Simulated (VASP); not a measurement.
# Nb (Fm-3m) in VASP: notebook, part 2 of 2

VASP 6.6.1. Earlier steps stand in the parts before.

### 4 Single point, PBE

This run uses another cell than the first one, of 19.30 Å³/atom, 1.041 times its volume.

INCAR reads:

```
SYSTEM = Nb
PREC     = Accurate       ! precision mode
ENCUT    = 520            ! plane-wave cutoff, eV
EDIFF    = 1E-6           ! SCF threshold, eV
ISMEAR   = -1             ! smearing method
SIGMA    = 0.05           ! smearing width, eV
LREAL    = .False.        ! projectors in reciprocal space
LASPH    = .True.         ! aspherical terms in the spheres
NELM     = 80             ! most SCF steps
ALGO     = Normal         ! electronic algorithm
ISIF     = 2              ! what is computed and relaxed
LWAVE    = .False.        ! write WAVECAR
LCHARG   = .True.         ! write CHGCAR
GGA      = PE             ! functional
LELF     = .True.         ! ELF
LVHAR    = .True.       
NBANDS   = 12             ! bands
```

KPOINTS reads:

```
regular mesh
0
Gamma
  11 11 11
  0 0 0
```

POSCAR reads:

```
Nb
1.0
    0.0000000000      2.1290070307      2.1290070307
    2.1290070307      0.0000000000      2.1290070307
    2.1290070307      2.1290070307      0.0000000000
Nb
1
Direct
    0.0000000000      0.0000000000      0.0000000000
```

Potentials or basis: VASP PAW PBE potentials, release 64 (Nb_sv).

The run is started by

```bash
cat potpaw_PBE.64/Nb_sv/POTCAR > POTCAR
mpirun -np 1 vasp_std > vasp.out
```

OUTCAR:

```text
SYSTEM = Nb
   PREC = Accurate
   ENCUT = 520
   EDIFF = 1E-6
   ISMEAR = -1
   LREAL = .False.
   LASPH = .True.
   NELM = 80
   ISIF = 2
   GGA = PE

 ion  position               nearest neighbor table
   1  0.000  0.000  0.000-

  LATTYP: Found a face centered cubic cell.
 ALAT       =     4.2580140614

  Lattice vectors:

 A1 = (   0.0000000000,   2.1290070307,   2.1290070307)
 A2 = (   2.1290070307,   0.0000000000,   2.1290070307)
 A3 = (   2.1290070307,   2.1290070307,   0.0000000000)

Analysis of symmetry for initial positions (statically):
=====================================================================
 Subroutine PRICEL returns:
 Original cell was already a primitive cell.

 Routine SETGRP: Setting up the symmetry group for a
 face centered cubic supercell.

 Subroutine GETGRP returns: Found 48 space group operations
 (whereof 48 operations were pure point group operations)
 out of a pool of 48 trial point group operations.

The static configuration has the point symmetry O_h .

Analysis of symmetry for dynamics (positions and initial velocities):
=====================================================================
 Subroutine PRICEL returns:
 Original cell was already a primitive cell.

 Routine SETGRP: Setting up the symmetry group for a
 face centered cubic supercell.

 Subroutine GETGRP returns: Found 48 space group operations
 (whereof 48 operations were pure point group operations)
 out of a pool of 48 trial point group operations.

The dynamic configuration has the point symmetry O_h .

 Subroutine INISYM returns: Found 48 space group operations
 (whereof 48 operations are pure point group operations),
 and found     1 'primitive' translations

----------------------------------------------------------------------------------------

                                     Primitive cell

  volume of cell :      19.3002

  direct lattice vectors                    reciprocal lattice vectors
     0.000000000  2.129007031  2.129007031    -0.234851268  0.234851268  0.234851268
     2.129007031  0.000000000  2.129007031     0.234851268 -0.234851268  0.234851268
     2.129007031  2.129007031  0.000000000     0.234851268  0.234851268 -0.234851268

  length of vectors
     3.010870617  3.010870617  3.010870617     0.406774328  0.406774328  0.406774328

  position of ions in fractional coordinates (direct lattice)
     0.000000000  0.000000000  0.000000000

  ion indices of the primitive-cell ions
   primitive index   ion index
                 1           1

----------------------------------------------------------------------------------------

 KPOINTS: regular mesh

Automatic generation of k-mesh.
 Grid dimensions read from file:
 generate k-points for:   11   11   11

 Generating k-lattice:

  Cartesian coordinates                     Fractional coordinates (reciprocal lattice)
    -0.021350115  0.021350115  0.021350115     0.090909091  0.000000000  0.000000000
     0.021350115 -0.021350115  0.021350115     0.000000000  0.090909091  0.000000000
     0.021350115  0.021350115 -0.021350115     0.000000000  0.000000000  0.090909091

  Length of vectors
     0.036979484  0.036979484  0.036979484

  Shift w.r.t. Gamma in fractional coordinates (k-lattice)
     0.000000000  0.000000000  0.000000000

 Subroutine IBZKPT returns following result:
 ===========================================

 Found     56 irreducible k-points:

 Following reciprocal coordinates:
            Coordinates               Weight
  0.000000  0.000000  0.000000      1.000000
  0.090909  0.000000  0.000000      8.000000
  0.181818  0.000000  0.000000      8.000000
  0.272727  0.000000  0.000000      8.000000
  0.363636  0.000000  0.000000      8.000000
  0.454545  0.000000  0.000000      8.000000
[... 16 lines left out ...]
 -0.272727  0.181818  0.000000     24.000000
 -0.181818  0.181818  0.000000     12.000000
 [... further k-points ...]
   k-points           NKPTS =     56   k-points in BZ     NKDIM =     56   number of bands    NBANDS=     12
   number of dos      NEDOS =    301   number of ions     NIONS =      1
   total plane-waves  NPLWV =  13824
   dimension x,y,z NGX =    24 NGY =   24 NGZ =   24
   dimension x,y,z NGXF=    48 NGYF=   48 NGZF=   48
   ions per type =               1
   NGX,Y,Z   is equivalent  to a cutoff of  13.25, 13.25, 13.25 a.u.
   NGXF,Y,Z  is equivalent  to a cutoff of  26.50, 26.50, 26.50 a.u.
 SYSTEM =  Nb
   PREC   = accura    normal or accurate (medium, high low for compatibility)
   ISTART =      0    job   : 0-new  1-cont  2-samecut
   ICHARG =      2    charge: 1-file 2-atom 10-const
   ISPIN  =      1    spin polarized calculation?
   LNONCOLLINEAR =      F non collinear calculations
   LSORBIT =      F    spin-orbit coupling
   LASPH  =      T    aspherical Exc in radial PAW
   ENCUT  =  520.0 eV  38.22 Ry    6.18 a.u.   5.60  5.60  5.60*2*pi/ulx,y,z
   NELM   =     80;   NELMIN=  2; NELMDL= -5     # of ELM steps
   EDIFF  = 0.1E-05   stopping-criterion for ELM
   LREAL  =      F    real-space projection
   EDIFFG = 0.1E-04   stopping-criterion for IOM
   NSW    =      0    number of steps for IOM
   IBRION =     -1    ionic relax: 0-MD 1-quasi-New 2-CG
   NFREE  =      0    steps in history (QN), initial steepest desc. (CG)
   ISIF   =      2    stress and relaxation
   ISYM   =      2    0-nonsym 1-usesym 2-fastsym
   POTIM  = 0.5000    time-step for ionic-motion
   TEBEG  =    0.0;   TEEND  =   0.0 temperature during run
   PSTRESS=    0.0 pullay stress
   NELECT =      13.0000    total number of electrons
   NUPDOWN=      -1.0000    fix difference up-down
   EMIN   =  10.00;   EMAX   =-10.00  energy-range for DOS
   EFERMI =   0.00;   METHOD = LEGACY
   ISMEAR =    -1;   SIGMA  =   0.05  broadening in eV -4-tet -1-fermi 0-gaus
   EFERMI_NEDOS =   21; number of points for ismear=-14 and -15
   IALGO  =     38    algorithm
   IMIX   =      4    mixing-type and parameters
     AMIX     =   0.40;   BMIX     =  1.00
     AMIX_MAG =   1.60;   BMIX_MAG =  1.00
  volume/ion in A,a.u.               =      19.30       130.24
  Fermi-wavevector in a.u.,A,eV,Ry     =   1.435056  2.711863 28.019645  2.059386
  Thomas-Fermi vector in A             =   2.554397
   LORBIT       =      0    0 simple, 1 ext, 2 COOP (PROOUT), +10 PAW based schemes
   GGA     = PE    functional components
[... 5 lines left out ...]
 non-spin polarized calculation
  energy-cutoff  :      520.00
  volume of cell :       19.30
 maximum number of plane-waves:       534
   NGX = 11   NGY = 11   NGZ = 11

 number of electron      13.0000000 magnetization

 Free energy of the ion-electron system (eV)
  ---------------------------------------------------
  ext. energy  EPLUGINS =         0.00000000
  ---------------------------------------------------
  free energy    TOTEN  =        -9.89092905 eV

  energy without entropy =       -9.87852298  energy(sigma->0) =       -9.88472601

 E-fermi :  10.6118     XC(G=0): -12.1487

 val. band max:       10.5937677635   @ k =   0.3636   0.2727   0.0909
 cond. band min:      10.6280235594   @ k =  -0.4545   0.2727   0.0000
 fundamental gap:      0.0342557959
 Fermi energy:        10.6118007484

 k-point     1 :       0.0000    0.0000    0.0000
  band No.  band energies     occupation
      1     -44.2341      2.00000
      2     -19.6716      2.00000
      3     -19.6716      2.00000
      4     -19.6716      2.00000
      5       4.4281      2.00000
      6      10.7083      0.25360
      7      10.7083      0.25360
      8      10.7083      0.25360
      9      13.2030      0.00000
     10      13.2030      0.00000
     11      22.3677      0.00000
     12      27.0242      0.00000

 k-point     2 :       0.0909    0.0000    0.0000
  band No.  band energies     occupation
      1     -44.2207      2.00000
      2     -19.7630      2.00000
      3     -19.6830      2.00000
      4     -19.6830      2.00000
      5       4.7230      2.00000
      6      10.4883      1.84404
      7      10.8395      0.02085
      8      10.8395      0.02085
      9      13.0931      0.00000
     10      13.0931      0.00000
     11      22.9461      0.00000
     12      25.8896      0.00000
[... 316 lines left out ...]
 k-point    24 :      -0.1818    0.1818    0.0000
  band No.  band energies     occupation
      1     -44.1205      2.00000
      2     -20.2784      2.00000
      3     -19.9248      2.00000
      4     -19.7424      2.00000
      5       6.9694      2.00000
      6       9.4372      2.00000
      7      10.6395      0.73025
      8      11.9367      0.00000
      9      11.9687      0.00000
     10      14.7821      0.00000
     11      23.7169      0.00000
     12      26.2227      0.00000

 [... further k-points ...]

------------------------ aborting loop because EDIFF is reached ----------------------------------------

  FORCE on cell =-STRESS in cart. coord.  units (eV):
  Direction    XX          YY          ZZ          XY          YZ          ZX
  --------------------------------------------------------------------------------------
  -------------------------------------------------------------------------------------
  Total       -0.6157533     -0.6157533     -0.6157533     -0.0000000     -0.0000000      0.0000000
  in kB      -51.1159011    -51.1159011    -51.1159011     -0.0000000     -0.0000000      0.0000000
  external PRESSURE =     -51.1159011 kB  Pullay stress =       0.0000000 kB

 VOLUME and BASIS-vectors are now :
 -----------------------------------------------------------------------------
  energy-cutoff  :      520.00
  volume of cell :       19.30
      direct lattice vectors                 reciprocal lattice vectors
     0.000000000  2.129007031  2.129007031    -0.234851268  0.234851268  0.234851268
     2.129007031  0.000000000  2.129007031     0.234851268 -0.234851268  0.234851268
     2.129007031  2.129007031  0.000000000     0.234851268  0.234851268 -0.234851268

 POSITION                                       TOTAL-FORCE (eV/Angst)
 -----------------------------------------------------------------------------------
      0.00000      0.00000      0.00000         0.000000     -0.000000      0.000000
 -----------------------------------------------------------------------------------
    total drift:                               -0.000000     -0.000000     -0.000000

  FREE ENERGIE OF THE ION-ELECTRON SYSTEM (eV)
  ---------------------------------------------------
  free  energy   TOTEN  =        -9.8909290504 eV

  energy  without entropy=       -9.8785229775  energy(sigma->0) =       -9.88472601
```

Wall time 9.3 s (1 thread of AMD EPYC 9R14 (Zen 4), shared host); peak memory 0.11 GiB.

What came out:

```yaml
Free_energy: -9.8909 eV
Pressure: -5.1 GPa
```

### 5 Single point, PBE

This run uses another cell than the first one, of 19.68 Å³/atom, 1.061 times its volume.

INCAR reads:

```
ALGO = Normal
EDIFF = 1E-6
ENCUT = 520
GGA = PE
ISIF = 2
ISMEAR = -1
LASPH = T
LCHARG = F
LREAL = F
LWAVE = F
NBANDS = 12
NELM = 80
PREC = Accurate
SIGMA = 0.05
```

KPOINTS reads:

```
k-points
0
Gamma
  11 11 11
```

POSCAR reads:

```
Nb
1.0
    0.0000000000      2.1428321391      2.1428321391
    2.1428321391      0.0000000000      2.1428321391
    2.1428321391      2.1428321391      0.0000000000
Nb
1
Direct
    0.0000000000      0.0000000000      0.0000000000
```

The run is started by

```bash
cat potpaw_PBE.64/Nb_sv/POTCAR > POTCAR
mpirun -np 1 vasp_std > vasp.out
```

Wall time 8.8 s (1 thread of AMD EPYC 9R14 (Zen 4), shared host); peak memory 0.11 GiB.

The run converged. Its results:

```
Free energy : -9.8758 eV
Pressure    : -7.8 GPa
```

Levels at points of the mesh, in eV from the Fermi level:
```
           k point  band 3  band 4  band 5  band 6  band 7  band 8  band 9  band 10
(0.00, 0.00, 0.00)  -30.34  -30.34   -6.13    0.10    0.10    0.10    2.53     2.53
```

### 6 The runs side by side

| cell | gap on the mesh (eV) | pressure (GPa) |
| --- | --- | --- |
| a = 2.971 Å, angles 60.0°, 1 atom | none | 1.2 |
| a = 2.991 Å, angles 60.0°, 1 atom | none | -2.1 |
| a = 3.011 Å, angles 60.0°, 1 atom | none | -5.1 |
| a = 3.030 Å, angles 60.0°, 1 atom | none | -7.8 |

Alike in all rows: task single point; level PBE; potentials or basis VASP PAW PBE potentials, release 64 (Nb_sv); no spin polarisation; k mesh 11 × 11 × 11; cutoff (eV) 520; smearing fermi-dirac 0.05 eV.

Absolute energies hang on the potentials; compare differences alone.
